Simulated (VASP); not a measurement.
A run of VASP 6.6.1:

File INCAR:

```
PREC     = Accurate       # precision mode
ENCUT    = 520            # plane-wave cutoff, eV
EDIFF    = 1E-6           # SCF threshold, eV
ISMEAR   = -1             # smearing method
SIGMA    = 0.05           # smearing width, eV
LREAL    = False          # projectors in reciprocal space
LASPH    = True           # aspherical terms in the spheres
NELM     = 150            # most SCF steps
ALGO     = Normal         # electronic algorithm
ISIF     = 2              # what is computed and relaxed
LWAVE    = False          # write WAVECAR
LCHARG   = False          # write CHGCAR
MAGMOM   = 0 0 0          # initial moments
LORBIT   = 11             # projections on sites
LSORBIT  = True           # spin-orbit coupling
GGA_COMPAT= False        
LORBMOM  = True         
LMAXMIX  = 4              # l up to which the mixer works
GGA      = PE             # functional
NBANDS   = 25             # bands
```

Contents of KPOINTS:

```
regular mesh
0
Gamma
  18 18 18
```

POSCAR

```
Mo
1.0
   -1.5804629081      1.5804629081      1.5804629081
    1.5804629081     -1.5804629081      1.5804629081
    1.5804629081      1.5804629081     -1.5804629081
Mo
1
Direct
    0.0000000000      0.0000000000      0.0000000000
```

Potentials or basis: VASP PAW PBE potentials, release 64 (Mo_sv).

Run with:

```sh
$ cat potpaw_PBE.64/Mo_sv/POTCAR > POTCAR
$ mpirun -np 1 vasp_ncl > vasp.out
```

Hardware: 1 thread of Intel Xeon 8259CL, on a shared host.

Q: Estimate the wall time of this run.

A: It took 2.8 min on 1 thread of Intel Xeon 8259CL, with other jobs on the host, peak memory 0.24 GiB. Counts: scf iterations 12, k points 195.
